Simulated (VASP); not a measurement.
# Mo (Im-3m) in VASP: notebook, part 2 of 2

VASP 6.6.1. Earlier steps stand in the parts before.

## 4. Single point, LDA (volume scaled by 1.02)

INCAR

```
ALGO = Normal
EDIFF = 1E-7
ENCUT = 520
GGA = CA
ISIF = 2
ISMEAR = -1
LASPH = True
LCHARG = True
LELF = True
LREAL = False
LVHAR = True
LWAVE = False
NBANDS = 13
NELM = 60
PREC = Accurate
SIGMA = 0.05
```

KPOINTS

```
k-points
0
Gamma
  12 12 12
```

POSCAR

```
Mo
1.0
   -1.5942980787      1.5942980787      1.5942980787
    1.5942980787     -1.5942980787      1.5942980787
    1.5942980787      1.5942980787     -1.5942980787
Mo
1
Direct
    0.0000000000      0.0000000000      0.0000000000
```

Potentials or basis: VASP PAW LDA potentials, release 64 (Mo_sv).

Run with:

```sh
> cat potpaw_LDA.64/Mo_sv/POTCAR > POTCAR
> mpirun -np 1 vasp_std > vasp.out
```

OUTCAR:

```text
EDIFF = 1E-7
   ENCUT = 520
   GGA = CA
   ISIF = 2
   ISMEAR = -1
   LASPH = True
   LREAL = False
   NELM = 60
   PREC = Accurate

 ion  position               nearest neighbor table
   1  0.000  0.000  0.000-

  LATTYP: Found a body centered cubic cell.
 ALAT       =     3.1885961574

  Lattice vectors:

 A1 = (  -1.5942980787,   1.5942980787,   1.5942980787)
 A2 = (   1.5942980787,  -1.5942980787,   1.5942980787)
 A3 = (   1.5942980787,   1.5942980787,  -1.5942980787)

Analysis of symmetry for initial positions (statically):
=====================================================================
 Subroutine PRICEL returns:
 Original cell was already a primitive cell.

 Routine SETGRP: Setting up the symmetry group for a
 body centered cubic supercell.

 Subroutine GETGRP returns: Found 48 space group operations
 (whereof 48 operations were pure point group operations)
 out of a pool of 48 trial point group operations.

The static configuration has the point symmetry O_h .

Analysis of symmetry for dynamics (positions and initial velocities):
=====================================================================
 Subroutine PRICEL returns:
 Original cell was already a primitive cell.

 Routine SETGRP: Setting up the symmetry group for a
 body centered cubic supercell.

 Subroutine GETGRP returns: Found 48 space group operations
 (whereof 48 operations were pure point group operations)
 out of a pool of 48 trial point group operations.

The dynamic configuration has the point symmetry O_h .

 Subroutine INISYM returns: Found 48 space group operations
 (whereof 48 operations are pure point group operations),
 and found     1 'primitive' translations

----------------------------------------------------------------------------------------

                                     Primitive cell

  volume of cell :      16.2095

[... 112 lines left out ...]
   LHFCALC =     F    Hartree Fock is set to
   AEXX    =    0.0000 exact exchange contribution
   IVDW    =     0    specifies the selected vdW correction
   LEPSILON=     F    determine dielectric tensor
   LRPA    =     F    only Hartree local field effects (RPA)
 non-spin polarized calculation
  energy-cutoff  :      520.00
  volume of cell :       16.21
 maximum number of plane-waves:       466
 NGX is ok and might be reduce to    24
   NGX = 11   NGY = 11   NGZ = 11

 number of electron      14.0000000 magnetization

 Free energy of the ion-electron system (eV)
  ---------------------------------------------------
  ext. energy  EPLUGINS =         0.00000000
  ---------------------------------------------------
  free energy    TOTEN  =       -12.08384670 eV

  energy without entropy =      -12.08128229  energy(sigma->0) =      -12.08256450

 E-fermi :  11.8363     XC(G=0): -13.4016

 val. band max:       11.8223763549   @ k =   0.5000   0.5000   0.0833
 cond. band min:      11.8918802469   @ k =  -0.3333   0.3333   0.2500
 fundamental gap:      0.0695038920
 Fermi energy:        11.8363486327

 k-point     1 :       0.0000    0.0000    0.0000
  band No.  band energies     occupation
      1     -49.0450      2.00000
      2     -22.5656      2.00000
      3     -22.5656      2.00000
      4     -22.5656      2.00000
      5       4.7786      2.00000
      6      10.5804      2.00000
      7      10.5804      2.00000
      8      10.5804      2.00000
      9      13.4431      0.00000
     10      13.4431      0.00000
     11      26.6571      0.00000
     12      26.6571      0.00000
     13      26.6571      0.00000
[... 354 lines left out ...]
  band No.  band energies     occupation
      1     -48.8060      2.00000
      2     -23.7505      2.00000
      3     -23.0316      2.00000
      4     -22.6597      2.00000
      5       7.3164      2.00000
      6       8.6331      2.00000
      7      12.1739      0.00234
      8      13.6181      0.00000
      9      14.0802      0.00000
     10      18.0037      0.00000
     11      22.4164      0.00000
     12      24.2675      0.00000
     13      27.3854      0.00000

 [... further k-points ...]

------------------------ aborting loop because EDIFF is reached ----------------------------------------

  FORCE on cell =-STRESS in cart. coord.  units (eV):
  Direction    XX          YY          ZZ          XY          YZ          ZX
  --------------------------------------------------------------------------------------
  -------------------------------------------------------------------------------------
  Total       -1.7864433     -1.7864433     -1.7864433      0.0000000      0.0000000     -0.0000000
  in kB     -176.5758342   -176.5758342   -176.5758342      0.0000000      0.0000000     -0.0000000
  external PRESSURE =    -176.5758342 kB  Pullay stress =       0.0000000 kB

 VOLUME and BASIS-vectors are now :
 -----------------------------------------------------------------------------
  energy-cutoff  :      520.00
  volume of cell :       16.21
      direct lattice vectors                 reciprocal lattice vectors
    -1.594298079  1.594298079  1.594298079     0.000000000  0.313617639  0.313617639
     1.594298079 -1.594298079  1.594298079     0.313617639  0.000000000  0.313617639
     1.594298079  1.594298079 -1.594298079     0.313617639  0.313617639  0.000000000

 POSITION                                       TOTAL-FORCE (eV/Angst)
 -----------------------------------------------------------------------------------
      0.00000      0.00000      0.00000        -0.000000      0.000000     -0.000000
 -----------------------------------------------------------------------------------
    total drift:                               -0.000000      0.000000      0.000000

  FREE ENERGIE OF THE ION-ELECTRON SYSTEM (eV)
  ---------------------------------------------------
  free  energy   TOTEN  =       -12.0838467041 eV

  energy  without entropy=      -12.0812822936  energy(sigma->0) =      -12.08256450
```

Run time: 31 s. Hardware: 1 thread of AMD EPYC 7R13, shared host; peak memory 0.11 GiB.

Results:

* Free energy: -12.0838 eV
* Pressure: -17.7 GPa
* Band gap on the k mesh: zero (band 7 reaches 15.69 eV, above the bottom of band 8 at 10.58 eV)

## 5. The runs side by side

```csv
spin,cell,k mesh,gap on the mesh (eV),pressure (GPa)
"non-collinear, zero start, SOC","a = 2.743 Å, angles 109.5°, 1 atom",9 × 9 × 9,-,-13.2
off,"a = 2.706 Å, angles 109.5°, 1 atom",12 × 12 × 12,none,-2.6
off,"a = 2.761 Å, angles 109.5°, 1 atom",12 × 12 × 12,none,-17.7
```

Alike in all rows: task single point; level LDA; potentials or basis VASP PAW LDA potentials, release 64 (Mo_sv); cutoff (eV) 520; smearing fermi-dirac 0.05 eV.

Absolute energies hang on the potentials; compare differences alone.
